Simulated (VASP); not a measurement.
# Ti (P6_3/mmc) in VASP: notebook, part 2 of 2

VASP 6.6.1.

### 4 Single point, PBEsol

Input file INCAR:

```
PREC = Accurate ; ENCUT = 500
EDIFF = 1E-6 ; ISMEAR = 1
SIGMA = 0.1 ; LREAL = False
LASPH = True ; NELM = 120
ALGO = Normal ; ISIF = 2
LWAVE = False ; LCHARG = False
GGA = PS ; NBANDS = 110
GGA_COMPAT = False
```

Input file KPOINTS:

```
regular mesh
0
Gamma
  4 4 2
```

Input file POSCAR:

```
Ti
1.0
    5.8787149787      0.0000000578      0.0000000000
   -2.9393575394      5.0911164843      0.0000000000
    0.0000000000      0.0000000000      9.2970418656
Ti
16
Direct
    0.1666666666      0.3333333334      0.1250000000
    0.3333333334      0.1666666666      0.3750000000
    0.1666666666      0.3333333334      0.6250000000
    0.3333333334      0.1666666666      0.8750000000
    0.1666666666      0.8333333333      0.1250000000
    0.3333333334      0.6666666666      0.3750000000
    0.1666666666      0.8333333333      0.6250000000
    0.3333333334      0.6666666666      0.8750000000
    0.6666666666      0.3333333334      0.1250000000
    0.8333333333      0.1666666666      0.3750000000
    0.6666666666      0.3333333334      0.6250000000
    0.8333333333      0.1666666666      0.8750000000
    0.6666666666      0.8333333333      0.1250000000
    0.8333333333      0.6666666666      0.3750000000
    0.6666666666      0.8333333333      0.6250000000
    0.8333333333      0.6666666666      0.8750000000
```

Potentials or basis: VASP PAW PBE potentials, release 64 (Ti_sv).

Run with:

```bash
cat potpaw_PBE.64/Ti_sv/POTCAR > POTCAR
mpirun -np 1 vasp_std > vasp.out
```

OUTCAR:

```text
PREC = Accurate
   ENCUT = 500
   EDIFF = 1E-6
   ISMEAR = 1
   LREAL = False
   LASPH = True
   NELM = 120
   ISIF = 2
   GGA = PS

 ion  position               nearest neighbor table
   1  0.167  0.333  0.125-   6 2.88   8 2.88  10 2.88  12 2.88   2 2.88   4 2.88
   2  0.333  0.167  0.375-   9 2.88  11 2.88   5 2.88   7 2.88   1 2.88   3 2.88
   3  0.167  0.333  0.625-   6 2.88   8 2.88  10 2.88  12 2.88   2 2.88   4 2.88
   4  0.333  0.167  0.875-   9 2.88  11 2.88   5 2.88   7 2.88   1 2.88   3 2.88
   5  0.167  0.833  0.125-  14 2.88  16 2.88   2 2.88   4 2.88   6 2.88   8 2.88
   6  0.333  0.667  0.375-  13 2.88  15 2.88   1 2.88   3 2.88   5 2.88   7 2.88
[... 8 lines left out ...]
  15  0.667  0.833  0.625-   6 2.88   8 2.88  10 2.88  12 2.88  14 2.88  16 2.88
  16  0.833  0.667  0.875-   9 2.88  11 2.88   5 2.88   7 2.88  13 2.88  15 2.88
[... 7 lines left out ...]
 A1 = (   5.8787149787,   0.0000000578,   0.0000000000)
 A2 = (  -2.9393575394,   5.0911164843,   0.0000000000)
 A3 = (   0.0000000000,   0.0000000000,   9.2970418656)

Analysis of symmetry for initial positions (statically):
=====================================================================
 Subroutine PRICEL returns following result:

  LATTYP: Found a hexagonal cell.
 ALAT       =     2.9393574899
 C/A-ratio  =     1.5814751859

  Lattice vectors:

 A1 = (   2.9393574899,   0.0000000289,   0.0000000000)
 A2 = (  -1.4696787697,   2.5455582421,   0.0000000000)
 A3 = (   0.0000000000,   0.0000000000,   4.6485209328)

   8 primitive cells build up your supercell.

 Routine SETGRP: Setting up the symmetry group for a
 hexagonal supercell.

 Subroutine GETGRP returns: Found 24 space group operations
 (whereof 12 operations were pure point group operations)
 out of a pool of 24 trial point group operations.

The static configuration has the point symmetry D_3d.
 The point group associated with its full space group is D_6h.

Analysis of symmetry for dynamics (positions and initial velocities):
=====================================================================
 Subroutine PRICEL returns following result:

  LATTYP: Found a hexagonal cell.
 ALAT       =     2.9393574899
 C/A-ratio  =     1.5814751859

  Lattice vectors:

 A1 = (   2.9393574899,   0.0000000289,   0.0000000000)
 A2 = (  -1.4696787697,   2.5455582421,   0.0000000000)
 A3 = (   0.0000000000,   0.0000000000,   4.6485209328)

   8 primitive cells build up your supercell.

 Routine SETGRP: Setting up the symmetry group for a
 hexagonal supercell.

 Subroutine GETGRP returns: Found 24 space group operations
 (whereof 12 operations were pure point group operations)
 out of a pool of 24 trial point group operations.

The dynamic configuration has the point symmetry D_3d.
 The point group associated with its full space group is D_6h.

 Subroutine INISYM returns: Found 24 space group operations
 (whereof 12 operations are pure point group operations),
 and found     8 'primitive' translations

----------------------------------------------------------------------------------------

                                     Primitive cell

  volume of cell :      34.7817

  direct lattice vectors                    reciprocal lattice vectors
     2.939357490  0.000000029  0.000000000     0.340210402  0.196420572  0.000000000
    -1.469678770  2.545558242  0.000000000    -0.000000004  0.392841137  0.000000000
[... 48 lines left out ...]
  0.500000  0.000000  0.500000      3.000000
  0.250000  0.250000  0.500000      6.000000
   k-points           NKPTS =      8   k-points in BZ     NKDIM =      8   number of bands    NBANDS=    110
   number of dos      NEDOS =    301   number of ions     NIONS =     16
   total plane-waves  NPLWV = 161280
   dimension x,y,z NGX =    48 NGY =   48 NGZ =   70
   dimension x,y,z NGXF=    96 NGYF=   96 NGZF=  140
   ions per type =              16
   NGX,Y,Z   is equivalent  to a cutoff of  13.57, 13.57, 12.52 a.u.
   NGXF,Y,Z  is equivalent  to a cutoff of  27.15, 27.15, 25.03 a.u.
 SYSTEM =  unknown system
   PREC   = accura    normal or accurate (medium, high low for compatibility)
   ISTART =      0    job   : 0-new  1-cont  2-samecut
   ICHARG =      2    charge: 1-file 2-atom 10-const
   ISPIN  =      1    spin polarized calculation?
   LNONCOLLINEAR =      F non collinear calculations
   LSORBIT =      F    spin-orbit coupling
   LASPH  =      T    aspherical Exc in radial PAW
   ENCUT  =  500.0 eV  36.75 Ry    6.06 a.u.  10.72 10.72 16.95*2*pi/ulx,y,z
   NELM   =    120;   NELMIN=  2; NELMDL= -5     # of ELM steps
   EDIFF  = 0.1E-05   stopping-criterion for ELM
   LREAL  =      F    real-space projection
   EDIFFG = 0.1E-04   stopping-criterion for IOM
   NSW    =      0    number of steps for IOM
   IBRION =     -1    ionic relax: 0-MD 1-quasi-New 2-CG
   NFREE  =      0    steps in history (QN), initial steepest desc. (CG)
   ISIF   =      2    stress and relaxation
   ISYM   =      2    0-nonsym 1-usesym 2-fastsym
   POTIM  = 0.5000    time-step for ionic-motion
   TEBEG  =    0.0;   TEEND  =   0.0 temperature during run
   PSTRESS=    0.0 pullay stress
   NELECT =     192.0000    total number of electrons
   NUPDOWN=      -1.0000    fix difference up-down
   EMIN   =  10.00;   EMAX   =-10.00  energy-range for DOS
   EFERMI =   0.00;   METHOD = LEGACY
   ISMEAR =     1;   SIGMA  =   0.10  broadening in eV -4-tet -1-fermi 0-gaus
   EFERMI_NEDOS =   21; number of points for ismear=-14 and -15
   IALGO  =     38    algorithm
   IMIX   =      4    mixing-type and parameters
     AMIX     =   0.40;   BMIX     =  1.00
     AMIX_MAG =   1.60;   BMIX_MAG =  1.00
  volume/ion in A,a.u.               =      17.39       117.36
  Fermi-wavevector in a.u.,A,eV,Ry     =   1.446645  2.733762 28.474006  2.092780
  Thomas-Fermi vector in A             =   2.564690
   LORBIT       =      0    0 simple, 1 ext, 2 COOP (PROOUT), +10 PAW based schemes
   GGA     = PS    functional components
   LHFCALC =     F    Hartree Fock is set to
   AEXX    =    0.0000 exact exchange contribution
   IVDW    =     0    specifies the selected vdW correction
   LEPSILON=     F    determine dielectric tensor
   LRPA    =     F    only Hartree local field effects (RPA)
 non-spin polarized calculation
 Methfessel and Paxton  Order N= 1 SIGMA  =   0.10
  energy-cutoff  :      500.00
  volume of cell :      278.25
 maximum number of plane-waves:      7162
 NGX is ok and might be reduce to    48
   NGX = 21   NGY = 21   NGZ = 33

 number of electron     192.0000001 magnetization

 Free energy of the ion-electron system (eV)
  ---------------------------------------------------
  ext. energy  EPLUGINS =         0.00000000
  ---------------------------------------------------
  free energy    TOTEN  =      -133.40064208 eV

  energy without entropy =     -133.41678648  energy(sigma->0) =     -133.40602355

 E-fermi :   8.2496     XC(G=0): -11.6284

 val. band max:        8.2271782049   @ k =   0.2500   0.2500   0.5000
 cond. band min:       8.2847245613   @ k =   0.2500   0.0000   0.0000
 fundamental gap:      0.0575463564
 Fermi energy:         8.2495539634

 k-point     1 :       0.0000    0.0000    0.0000
  band No.  band energies     occupation
      1     -48.4317      2.00000
      2     -48.3624      2.00000
      3     -48.3624      2.00000
      4     -48.3127      2.00000
      5     -48.3127      2.00000
      6     -48.3127      2.00000
[... 877 lines left out ...]
    107       8.9430     -0.00000
    108       8.9430     -0.00000
 [bands above 108 left out]

------------------------ aborting loop because EDIFF is reached ----------------------------------------

  FORCE on cell =-STRESS in cart. coord.  units (eV):
  Direction    XX          YY          ZZ          XY          YZ          ZX
  --------------------------------------------------------------------------------------
  -------------------------------------------------------------------------------------
  Total       -8.1335371     -8.1335371     -9.1274905     -0.0000000      0.0000000      0.0000000
  in kB      -46.8327658    -46.8327658    -52.5559322     -0.0000000      0.0000000      0.0000000
  external PRESSURE =     -48.7404879 kB  Pullay stress =       0.0000000 kB

 VOLUME and BASIS-vectors are now :
 -----------------------------------------------------------------------------
  energy-cutoff  :      500.00
  volume of cell :      278.25
      direct lattice vectors                 reciprocal lattice vectors
     5.878714979  0.000000058  0.000000000     0.170105201  0.098210286  0.000000000
    -2.939357539  5.091116484  0.000000000    -0.000000002  0.196420569  0.000000000
     0.000000000  0.000000000  9.297041866     0.000000000  0.000000000  0.107561095

 POSITION                                       TOTAL-FORCE (eV/Angst)
 -----------------------------------------------------------------------------------
     -0.00000      1.69704      1.16213        -0.000000     -0.000000      0.000000
      1.46968      0.84852      3.48639        -0.000000     -0.000000     -0.000000
     -0.00000      1.69704      5.81065        -0.000000      0.000000      0.000000
      1.46968      0.84852      8.13491         0.000000     -0.000000      0.000000
     -1.46968      4.24260      1.16213         0.000000      0.000000     -0.000000
     -0.00000      3.39408      3.48639        -0.000000      0.000000     -0.000000
[... 8 lines left out ...]
      1.46968      4.24260      5.81065        -0.000000     -0.000000      0.000000
      2.93936      3.39408      8.13491         0.000000      0.000000     -0.000000
 -----------------------------------------------------------------------------------
    total drift:                                0.000001      0.000005     -0.000000

  FREE ENERGIE OF THE ION-ELECTRON SYSTEM (eV)
  ---------------------------------------------------
  free  energy   TOTEN  =      -133.4006420805 eV

  energy  without entropy=     -133.4167864815  energy(sigma->0) =     -133.40602355
```

Run time: 11 min. Hardware: 1 thread of Oxide Virtual Turin-like, shared host; peak memory 0.44 GiB.

Results:

```yaml
Free_energy: -133.4006 eV
Pressure: -4.9 GPa
Band_gap_on_the_k_mesh: zero (bands 96 and 97 overlap by 0.84 eV)
```

Caveat: the cell stands under tension; the PAW data sets were made with another functional, which shifts forces and pressure a little.

### 5 The runs side by side

| level | potentials or basis | gap on the mesh (eV) | pressure (GPa) |
| --- | --- | --- | --- |
| PBE | VASP PAW PBE potentials, release 64 (Ti_sv) | none | -0.6 |
| LDA | VASP PAW LDA potentials, release 64 (Ti_sv) | none | -8.9 |
| PBEsol | VASP PAW PBE potentials, release 64 (Ti_sv) | none | -4.9 |

Alike in all rows: task single point; no spin polarisation; cell as given; k mesh 4 × 4 × 2; cutoff (eV) 500; smearing methfessel-paxton 0.1 eV.

Caveats: the cell stands under tension (at least some runs); the PAW data sets were made with another functional, which shifts forces and pressure a little (at least some runs).

Total energies depend on the potentials used, so only differences within one code and one set of settings carry meaning.

The gap in the log of VASP goes by the Fermi energy; the results here count the filled bands.